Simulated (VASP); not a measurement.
# MnO2 (P-3m1) in VASP: notebook

MnO2 is run at these levels: PBE+U; tasks: relaxation of shape and atoms at fixed volume.

Program: VASP 6.6.1. These are calculated values, not measurements. Logs are shortened: lines on timing, memory, paths and dates and some standing lists are left out, and cuts for length are marked.

### 1 The cell of the first run

Symmetry: P-3m1, No. 164, trigonal system. The conventional cell has a = 2.914 Å, b = 2.914 Å, c = 5.171 Å, α = 90.00°, β = 90.00°, γ = 120.00°. Within 2.6 Å of Mn (site symmetry -3m) lie 6 O at 1.93 Å. Within 2.6 Å of O (site symmetry 3m) lie 3 Mn at 1.93 Å and 3 O at 2.54 Å.

### 2 Relaxation of shape and atoms at fixed volume, PBE+U, collinear spin (12.68 Å³/atom)

Input file INCAR:

```
SYSTEM = MnO2
ALGO = Normal
EDIFF = 1E-7
EDIFFG = -0.01
ENCUT = 700
GGA = PE
GGA_COMPAT = .False.
IBRION = 2
ISIF = 4
ISMEAR = 0
ISPIN = 2
LASPH = .True.
LCHARG = .False.
LDAU = .True.
LDAUJ = 0 0
LDAUL = 2 -1
LDAUPRINT = 1
LDAUTYPE = 2
LDAUU = 3.9 0
LMAXMIX = 4
LORBIT = 11
LREAL = .False.
LWAVE = .False.
MAGMOM = 3.15 -0.15 -0.15
NELM = 200
NELMIN = 4
NSW = 60
PREC = Accurate
SIGMA = 0.05
```

Input file KPOINTS:

```
k-points
0
Gamma
  10 10 6
  0 0 0
```

Input file POSCAR:

```
MnO2
1.0
    2.9141089039      0.0000000000      0.0000000000
   -1.4570544520      2.5236923401      0.0000000000
    0.0000000000      0.0000000000      5.1710607107
Mn O
1 2
Direct
    0.0000000000      0.0000000000      0.0000000000
    0.3333333333      0.6666666667      0.1833499332
    0.6666666667      0.3333333333      0.8166500668
```

Potentials or basis: VASP PAW PBE potentials, release 64 (Mn_sv, O).

The run is started by

```console
> cat potpaw_PBE.64/Mn_sv/POTCAR potpaw_PBE.64/O/POTCAR > POTCAR
> mpirun -np 1 vasp_std > vasp.out
```

OUTCAR:

```text
SYSTEM = MnO2
   EDIFF = 1E-7
   EDIFFG = -0.01
   ENCUT = 700
   GGA = PE
   IBRION = 2
   ISIF = 4
   ISMEAR = 0
   ISPIN = 2
   LASPH = .True.
   LORBIT = 11
   LREAL = .False.
   NELM = 200
   NELMIN = 4
   NSW = 60
   PREC = Accurate

 ion  position               nearest neighbor table
   1  0.000  0.000  0.000-   2 1.93   3 1.93   2 1.93   3 1.93   3 1.93   2 1.93
   2  0.333  0.667  0.183-   1 1.93   1 1.93   1 1.93
   3  0.667  0.333  0.817-   1 1.93   1 1.93   1 1.93

  LATTYP: Found a hexagonal cell.
 ALAT       =     2.9141089039
 C/A-ratio  =     1.7744912360

  Lattice vectors:

 A1 = (   2.9141089039,   0.0000000000,   0.0000000000)
 A2 = (  -1.4570544520,   2.5236923401,   0.0000000000)
 A3 = (   0.0000000000,   0.0000000000,   5.1710607107)

Analysis of symmetry for initial positions (statically):
=====================================================================
 Subroutine PRICEL returns:
 Original cell was already a primitive cell.

 Routine SETGRP: Setting up the symmetry group for a
 hexagonal supercell.

 Subroutine GETGRP returns: Found 12 space group operations
 (whereof 12 operations were pure point group operations)
 out of a pool of 24 trial point group operations.

The static configuration has the point symmetry D_3d.

Analysis of symmetry for dynamics (positions and initial velocities):
=====================================================================
 Subroutine PRICEL returns:
 Original cell was already a primitive cell.

 Routine SETGRP: Setting up the symmetry group for a
 hexagonal supercell.

 Subroutine GETGRP returns: Found 12 space group operations
 (whereof 12 operations were pure point group operations)
 out of a pool of 24 trial point group operations.

The dynamic configuration has the point symmetry D_3d.

Analysis of structural, dynamic, and magnetic symmetry:
=====================================================================
 Subroutine PRICEL returns:
 Original cell was already a primitive cell.

 Routine SETGRP: Setting up the symmetry group for a
 hexagonal supercell.

 Subroutine GETGRP returns: Found 12 space group operations
 (whereof 12 operations were pure point group operations)
 out of a pool of 24 trial point group operations.

The overall configuration has the point symmetry D_3d.

 Subroutine INISYM returns: Found 12 space group operations
 (whereof 12 operations are pure point group operations),
 and found     1 'primitive' translations

----------------------------------------------------------------------------------------

                                     Primitive cell

  volume of cell :      38.0296

  direct lattice vectors                    reciprocal lattice vectors
     2.914108904  0.000000000  0.000000000     0.343158074  0.198122407  0.000000000
    -1.457054452  2.523692340  0.000000000     0.000000000  0.396244813  0.000000000
     0.000000000  0.000000000  5.171060711     0.000000000  0.000000000  0.193383922

  length of vectors
     2.914108904  2.914108904  5.171060711     0.396244813  0.396244813  0.193383922

  position of ions in fractional coordinates (direct lattice)
     0.000000000  0.000000000  0.000000000
     0.333333333  0.666666667  0.183349933
     0.666666667  0.333333333  0.816650067

  ion indices of the primitive-cell ions
   primitive index   ion index
                 1           1
                 2           2
                 3           3

----------------------------------------------------------------------------------------

 KPOINTS: k-points

Automatic generation of k-mesh.
 Grid dimensions read from file:
 generate k-points for:   10   10    6

 Generating k-lattice:

  Cartesian coordinates                     Fractional coordinates (reciprocal lattice)
     0.034315807  0.019812241  0.000000000     0.100000000  0.000000000  0.000000000
     0.000000000  0.039624481  0.000000000     0.000000000  0.100000000  0.000000000
     0.000000000  0.000000000  0.032230654     0.000000000  0.000000000  0.166666667

  Length of vectors
     0.039624481  0.039624481  0.032230654

  Shift w.r.t. Gamma in fractional coordinates (k-lattice)
     0.000000000  0.000000000  0.000000000

 Subroutine IBZKPT returns following result:
 ===========================================

 Found     72 irreducible k-points:

 Following reciprocal coordinates:
            Coordinates               Weight
  0.000000  0.000000  0.000000      1.000000
  0.100000  0.000000  0.000000      6.000000
  0.200000  0.000000  0.000000      6.000000
  0.300000 -0.000000  0.000000      6.000000
  0.400000  0.000000  0.000000      6.000000
  0.500000 -0.000000  0.000000      3.000000
[... 16 lines left out ...]
  0.000000  0.400000  0.166667      6.000000
  0.500000 -0.000000  0.166667      6.000000
 [... further k-points ...]
   k-points           NKPTS =     72   k-points in BZ     NKDIM =     72   number of bands    NBANDS=     18
   number of dos      NEDOS =    301   number of ions     NIONS =      3
   total plane-waves  NPLWV =  37632
   dimension x,y,z NGX =    28 NGY =   28 NGZ =   48
   dimension x,y,z NGXF=    56 NGYF=   56 NGZF=   96
   ions per type =               1   2
   NGX,Y,Z   is equivalent  to a cutoff of  15.97, 15.97, 15.43 a.u.
   NGXF,Y,Z  is equivalent  to a cutoff of  31.95, 31.95, 30.86 a.u.
 SYSTEM =  MnO2
   PREC   = accura    normal or accurate (medium, high low for compatibility)
   ISTART =      0    job   : 0-new  1-cont  2-samecut
   ICHARG =      2    charge: 1-file 2-atom 10-const
   ISPIN  =      2    spin polarized calculation?
   LNONCOLLINEAR =      F non collinear calculations
   LSORBIT =      F    spin-orbit coupling
   LASPH  =      T    aspherical Exc in radial PAW
   ENCUT  =  700.0 eV  51.45 Ry    7.17 a.u.   6.29  6.29 11.16*2*pi/ulx,y,z
   NELM   =    200;   NELMIN=  4; NELMDL= -5     # of ELM steps
   EDIFF  = 0.1E-06   stopping-criterion for ELM
   LREAL  =      F    real-space projection
   EDIFFG = -.1E-01   stopping-criterion for IOM
   NSW    =     60    number of steps for IOM
   IBRION =      2    ionic relax: 0-MD 1-quasi-New 2-CG
   NFREE  =      1    steps in history (QN), initial steepest desc. (CG)
   ISIF   =      4    stress and relaxation
   ISYM   =      2    0-nonsym 1-usesym 2-fastsym
   POTIM  = 0.5000    time-step for ionic-motion
   TEBEG  =    0.0;   TEEND  =   0.0 temperature during run
   PSTRESS=    0.0 pullay stress
   NELECT =      27.0000    total number of electrons
   NUPDOWN=      -1.0000    fix difference up-down
   EMIN   =  10.00;   EMAX   =-10.00  energy-range for DOS
   EFERMI =   0.00;   METHOD = LEGACY
   ISMEAR =     0;   SIGMA  =   0.05  broadening in eV -4-tet -1-fermi 0-gaus
   EFERMI_NEDOS =   21; number of points for ismear=-14 and -15
   IALGO  =     38    algorithm
   IMIX   =      4    mixing-type and parameters
     AMIX     =   0.40;   BMIX     =  1.00
     AMIX_MAG =   1.60;   BMIX_MAG =  1.00
  volume/ion in A,a.u.               =      12.68        85.55
  Fermi-wavevector in a.u.,A,eV,Ry     =   1.460457  2.759864 29.020343  2.132935
  Thomas-Fermi vector in A             =   2.576904
   LORBIT       =     11    0 simple, 1 ext, 2 COOP (PROOUT), +10 PAW based schemes
 LDA+U is selected, type is set to LDAUTYPE =  2
   angular momentum for each species LDAUL =     2   -1
   U (eV)           for each species LDAUU =   3.9  0.0
   J (eV)           for each species LDAUJ =   0.0  0.0
   GGA     = PE    functional components
   LHFCALC =     F    Hartree Fock is set to
   AEXX    =    0.0000 exact exchange contribution
   IVDW    =     0    specifies the selected vdW correction
   LEPSILON=     F    determine dielectric tensor
   LRPA    =     F    only Hartree local field effects (RPA)
 conjugate gradient relaxation of ions
 spin polarized calculation
 Gauss-broadening in eV      SIGMA  =   0.05
  energy-cutoff  :      700.00
  volume of cell :       38.03
 maximum number of plane-waves:      1618
 NGX is ok and might be reduce to    28
   NGX = 13   NGY = 13   NGZ = 23

--------------------------------------- Ionic step        1  -------------------------------------------

 number of electron      26.9999991 magnetization       2.9999918

 Free energy of the ion-electron system (eV)
  ---------------------------------------------------
  ext. energy  EPLUGINS =         0.00000000
  ---------------------------------------------------
  free energy    TOTEN  =       -21.43846592 eV

  energy without entropy =      -21.43846592  energy(sigma->0) =      -21.43846592

------------------------ aborting loop because EDIFF is reached ----------------------------------------

  FORCE on cell =-STRESS in cart. coord.  units (eV):
  Direction    XX          YY          ZZ          XY          YZ          ZX
  --------------------------------------------------------------------------------------
  -------------------------------------------------------------------------------------
  Total       -0.2264468     -0.2264468      0.0091969      0.0000000     -0.0000000      0.0000000
  in kB       -9.5401460     -9.5401460      0.3874637      0.0000000     -0.0000000      0.0000000
  external PRESSURE =      -6.2309427 kB  Pullay stress =       0.0000000 kB
[... 129 lines left out ...]
  FREE ENERGIE OF THE ION-ELECTRON SYSTEM (eV)
  ---------------------------------------------------
  free  energy   TOTEN  =       -21.4390747669 eV

  energy  without entropy=      -21.4390747669  energy(sigma->0) =      -21.43907477

atom =   1  type =  1  l = 2

 onsite density matrix

spin component  1

  0.7353  0.0000  0.0000  0.2239 -0.0000
  0.0000  0.6701 -0.0000 -0.0000  0.2239
  0.0000 -0.0000  0.9288  0.0000 -0.0000
  0.2239 -0.0000  0.0000  0.6701 -0.0000
 -0.0000  0.2239 -0.0000 -0.0000  0.7353

spin component  2

  0.1484 -0.0000  0.0000 -0.0926  0.0000
 -0.0000  0.1628  0.0000 -0.0000 -0.0926
  0.0000  0.0000  0.0621 -0.0000 -0.0000
 -0.0926 -0.0000 -0.0000  0.1628  0.0000
  0.0000 -0.0926 -0.0000  0.0000  0.1484

 occupancies and eigenvectors

  o =  0.0621  v =  0.0000  0.0000  0.0000  0.0000  0.0000 -0.0000  0.0000  1.0000 -0.0000  0.0000      0.0000  0.0000  0.0000  0.0000  0.0000  0.0000  0.0000  0.0000  0.0000  0.0000
  o =  0.0627  v =  0.0000  0.0000  0.0000  0.0000  0.0000  0.2198  0.6480 -0.0000  0.2033  0.7003      0.0000  0.0000  0.0000  0.0000  0.0000  0.0000  0.0000  0.0000  0.0000  0.0000
  o =  0.0627  v =  0.0000  0.0000  0.0000  0.0000  0.0000 -0.7003  0.2033 -0.0000 -0.6480  0.2198      0.0000  0.0000  0.0000  0.0000  0.0000  0.0000  0.0000  0.0000  0.0000  0.0000
  o =  0.2485  v =  0.0000  0.0000  0.0000  0.0000  0.0000  0.2033 -0.7003 -0.0000 -0.2197  0.6480      0.0000  0.0000  0.0000  0.0000  0.0000  0.0000  0.0000  0.0000  0.0000  0.0000
  o =  0.2485  v =  0.0000  0.0000  0.0000  0.0000  0.0000 -0.6480 -0.2197 -0.0000  0.7003  0.2033      0.0000  0.0000  0.0000  0.0000  0.0000  0.0000  0.0000  0.0000  0.0000  0.0000
  o =  0.4764  v = -0.1959  0.7217 -0.0000  0.2265 -0.6241  0.0000  0.0000  0.0000  0.0000  0.0000      0.0000  0.0000  0.0000  0.0000  0.0000  0.0000  0.0000  0.0000  0.0000  0.0000
  o =  0.4764  v =  0.6241  0.2265 -0.0000 -0.7217 -0.1959  0.0000  0.0000  0.0000  0.0000  0.0000      0.0000  0.0000  0.0000  0.0000  0.0000  0.0000  0.0000  0.0000  0.0000  0.0000
  o =  0.9288  v =  0.0000 -0.0000 -1.0000  0.0000 -0.0000  0.0000  0.0000  0.0000  0.0000  0.0000      0.0000  0.0000  0.0000  0.0000  0.0000  0.0000  0.0000  0.0000  0.0000  0.0000
  o =  0.9290  v =  0.2265  0.6241 -0.0000  0.1958  0.7217  0.0000  0.0000  0.0000  0.0000  0.0000      0.0000  0.0000  0.0000  0.0000  0.0000  0.0000  0.0000  0.0000  0.0000  0.0000
  o =  0.9290  v =  0.7217 -0.1958  0.0000  0.6241 -0.2265  0.0000  0.0000  0.0000  0.0000  0.0000      0.0000  0.0000  0.0000  0.0000  0.0000  0.0000  0.0000  0.0000  0.0000  0.0000

--------------------------------------- Ionic step        5  -------------------------------------------

 number of electron      26.9999992 magnetization       2.9999998

 Free energy of the ion-electron system (eV)
  ---------------------------------------------------
  ext. energy  EPLUGINS =         0.00000000
  ---------------------------------------------------
  free energy    TOTEN  =       -21.43909364 eV

  energy without entropy =      -21.43909364  energy(sigma->0) =      -21.43909364

 E-fermi :   2.2176     XC(G=0):  -9.7893

 val. band max:        1.9886982661   @ k =   0.2000   0.1000   0.0000
 cond. band min:       3.9967334694   @ k =   0.0000   0.3000   0.3333
 fundamental gap:      2.0080352033
 Fermi energy:         2.2175568185

 spin component 1

 k-point     1 :       0.0000    0.0000    0.0000
  band No.  band energies     occupation
      1     -79.4434      1.00000
      2     -48.0735      1.00000
      3     -48.0687      1.00000
      4     -48.0687      1.00000
      5     -16.4473      1.00000
      6     -14.3014      1.00000
[... 10 lines left out ...]
     17       5.3170      0.00000
[... 1022 lines left out ...]
  FREE ENERGIE OF THE ION-ELECTRON SYSTEM (eV)
  ---------------------------------------------------
  free  energy   TOTEN  =       -21.4390936439 eV

  energy  without entropy=      -21.4390936439  energy(sigma->0) =      -21.43909364

 reached required accuracy - stopping structural energy minimisation

 total charge

# of ion       s       p       d       tot
------------------------------------------
    1        2.202   6.106   4.400  12.707
    2        1.577   3.418   0.000   4.994
    3        1.577   3.418   0.000   4.994
--------------------------------------------------
tot          5.355  12.941   4.400  22.696

 magnetization (x)

# of ion       s       p       d       tot
------------------------------------------
    1        0.025   0.019   3.047   3.091
    2        0.002  -0.097   0.000  -0.095
    3        0.002  -0.097   0.000  -0.095
--------------------------------------------------
tot          0.029  -0.174   3.047   2.902
```

It took 3.9 min on 1 thread of Intel Xeon 6975P-C (Granite Rapids), shared host; peak memory 0.29 GiB.

Results:

```
Free energy                                           : -21.4391 eV
Energy gained by relaxing                             : 0.2 meV/atom
Ionic steps                                           : 5
Pressure after relaxing                               : -0.2 GPa
Band gap on the k mesh                                : 2.01 eV (least direct gap 2.19 eV)
Net moment                                            : 3.00 μB per cell
Site moments                                          : Mn +3.09; O -0.10 μB
Valence electrons inside the program's atomic spheres : Mn 12.71; O 4.99
```

Forces on the atoms (eV/Å):
```
Mn   0.000  0.000  0.000
O    0.000  0.000  0.003
O    0.000  0.000 -0.003
```

The path:
```tsv
step	energy change (eV)	largest force (eV/Å)	pressure (GPa)	volume (Å³)
1	0.0000	0.0340	-0.62	38.03
2	-0.0005	0.0112	-0.61	38.03
3	-0.0005	0.0308	-0.61	38.03
4	-0.0006	0.0125	-0.40	38.03
5	-0.0006	0.0026	-0.24	38.03
```

Final structure:
```xyz
3
Lattice="2.9064 0.0000 0.0000 -1.4532 2.5170 0.0000 0.0000 0.0000 5.1985" Properties=species:S:1:pos:R:3 pbc="T T T"
Mn   -1.4532    2.5170    0.0000
O     0.0000    1.6780    0.9530
O     1.4532    0.8390    4.2454
```

Levels at points of the mesh, in eV from the valence-band top:
Spin up:
| k point | band 13 | band 14 | band 15 | band 16 | band 17 | band 18 |
| --- | --- | --- | --- | --- | --- | --- |
| (0.00, 0.00, 0.00) | -0.47 | -0.47 | -0.45 | 3.33 | 3.33 | 7.29 |
| (0.50, 0.00, 0.00) | -1.97 | -1.32 | -1.17 | 2.51 | 3.18 | 12.06 |
| (0.00, 0.00, 0.50) | -0.48 | -0.48 | -0.42 | 3.34 | 3.34 | 9.14 |
| (0.50, 0.00, 0.50) | -1.95 | -1.42 | -0.93 | 2.51 | 3.15 | 11.56 |
Spin down:
| k point | band 10 | band 11 | band 12 | band 13 | band 14 | band 15 |
| --- | --- | --- | --- | --- | --- | --- |
| (0.00, 0.00, 0.00) | -0.65 | -0.65 | -0.56 | 2.93 | 2.93 | 4.30 |
| (0.50, 0.00, 0.00) | -2.06 | -1.96 | -1.23 | 3.04 | 3.62 | 3.86 |
| (0.00, 0.00, 0.50) | -1.19 | -0.66 | -0.66 | 2.93 | 2.93 | 4.34 |
| (0.50, 0.00, 0.50) | -2.03 | -1.92 | -1.00 | 3.04 | 3.62 | 3.87 |

Eigenvalues of the final occupation matrices:
```tsv
site	spin	trace	eigenvalues
site 1 d	1	3.74	0.48 0.48 0.93 0.93 0.93
site 1 d	2	0.68	0.06 0.06 0.06 0.25 0.25
```

Caveat: a cell with one magnetic atom can't hold antiferromagnetic order, which such compounds often take.

[end of part 1 of 2]
